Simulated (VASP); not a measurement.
Crystal: Si3Sn.

```xyz
4
Lattice="2.8252 0.0000 0.0000 -1.4126 2.4467 0.0000 0.0000 0.0000 10.6559" Properties=species:S:1:pos:R:3 pbc="T T T"
Si    0.0000    1.6312    0.0000
Si    1.4126    0.8156    2.6640
Si    1.4126    0.8156    7.9919
Sn    0.0000    1.6312    5.3279
```

| Property | Result |
| --- | --- |
| Program | VASP 6.6.1 |
| Task | relaxation of cell and atoms |
| Functional | PBE |
| Potentials or basis | VASP PAW PBE potentials, release 64 (Si, Sn_d) |
| Cutoff | 600 eV |
| k mesh | 6 × 6 × 2 |
| Occupations | gaussian, width 0.1 eV |
| Spin | no spin polarisation |

At the start: pressure 5.4 GPa; volume 18.41 Å³/atom.

**Question.** How do energy, volume and symmetry change on relaxing?

**Answer.** Over 24 steps the energy falls by 254.8 meV/atom; space group P-6m2 (No. 187, to 0.1 Å) before and after.

Step by step:
```tsv
step	energy change (eV)	largest force (eV/Å)	pressure (GPa)	volume (Å³)
1	0.0000	0.8992	5.37	73.66
2	-0.1312	0.6221	-1.76	80.44
3	-0.1323	0.6441	-1.22	79.81
4	-0.1853	0.5571	-1.04	79.48
5	-0.2637	0.2845	-0.16	78.58
6	-0.2664	0.2207	0.15	78.36
7	-0.3022	0.1231	-0.15	78.23
8	-0.3667	0.2245	-1.13	77.96
9	-0.6316	0.0549	-0.96	77.30
10	-0.5679	1.1716	5.36	75.52
11	-0.7608	0.2052	-0.05	76.56
12	-0.7416	0.8444	1.77	76.06
13	-0.7772	0.4919	0.57	76.38
14	-0.7888	0.8001	0.92	76.79
15	-0.8037	0.7158	0.42	76.59
16	-0.8041	0.6981	0.42	76.57
17	-0.8481	0.5642	-0.67	77.01
18	-0.9090	0.0058	-3.32	78.32
19	-0.9337	0.0700	-2.97	77.61
20	-0.9914	0.2420	-1.96	75.48
21	-0.9231	0.6345	2.57	71.24
22	-1.0065	0.2965	-0.98	74.34
23	-1.0146	0.1898	-0.56	74.06
24	-1.0192	0.0227	0.09	73.64
```

Final structure:
```
Si Sn
1.0
     3.05118    0.00000    0.00000
    -1.52559    2.64240    0.00000
     0.00000    0.00000    9.13404
Si Sn
3 1
Direct
  0.33333 0.66667 0.00000
  0.66667 0.33333 0.20995
  0.66667 0.33333 0.79005
  0.33333 0.66667 0.50000
```

Caveat: the k points lie up to 0.40 Å⁻¹ apart in the final cell, too coarse for converged energies and pressures of a metal.
